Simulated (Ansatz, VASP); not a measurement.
## Ti: VASP beside Ansatz

File INCAR:

```
ALGO = Fast
EDIFF = 1E-7
ENCUT = 520
GGA = PE
ISIF = 2
ISMEAR = 0
LASPH = True
LCHARG = False
LREAL = False
LWAVE = False
NBANDS = 12
NELM = 60
PREC = Accurate
SIGMA = 0.15
```

File KPOINTS:

```
k-points
0
Gamma
  20 20 20
```

File POSCAR:

```
Ti
1.0
    0.0000000000      2.1924000000      1.8676000000
    2.1924000000      0.0000000000      1.8676000000
    2.1924000000      2.1924000000      0.0000000000
Ti
1
Direct
    0.0000000000      0.0000000000      0.0000000000
```

Input for Ansatz:

```yaml
crystal:
  lattice:
    - [0.0, 2.1924, 1.8676]
    - [2.1924, 0.0, 1.8676]
    - [2.1924, 2.1924, 0.0]
  atoms:
    - { symbol: Ti, position: [0.0, 0.0, 0.0] }
basis:
  ecutwfc: 420
kpoints:
  mp_grid: { grid: [20, 20, 20] }
hamiltonian:
  xc: pbe
scf:
  occupations: { method: gaussian, width: 0.15 }
output:
  forces: true
  stress: true
  eigenvalues: true
```

Change from the starting cell: strain +0.080 along x and y, -0.080 along z, atoms carried along.

Alike in both runs: task single point; functional PBE; k mesh 20 × 20 × 20; occupations gaussian, width 0.15 eV; no spin polarisation.

```csv
,VASP,Ansatz
version,VASP 6.6.1,Ansatz 0.2.0
potentials or method,"VASP PAW PBE potentials, release 64 (Ti_sv), cutoff 520 eV","scalar-relativistic, plane waves, PAW"
valence electrons in the cell,12,12
```

Ansatz gave:

```
gap on the k mesh at the Fermi level (eV)                     : none
pressure (GPa)                                                : -3.4
traceless stress, the component that is largest in VASP (GPa) : 2.20
```

**Question.** What did VASP give for the same quantities?

**Answer.** gap on the k mesh at the Fermi level (eV): none; pressure (GPa): -3.6; traceless stress, the component that is largest in VASP (GPa): 2.21.

A gap of «none» marks a metal or a gap that the smearing closes. The functional is the same, so the differences come from potentials, cutoffs and numerics.
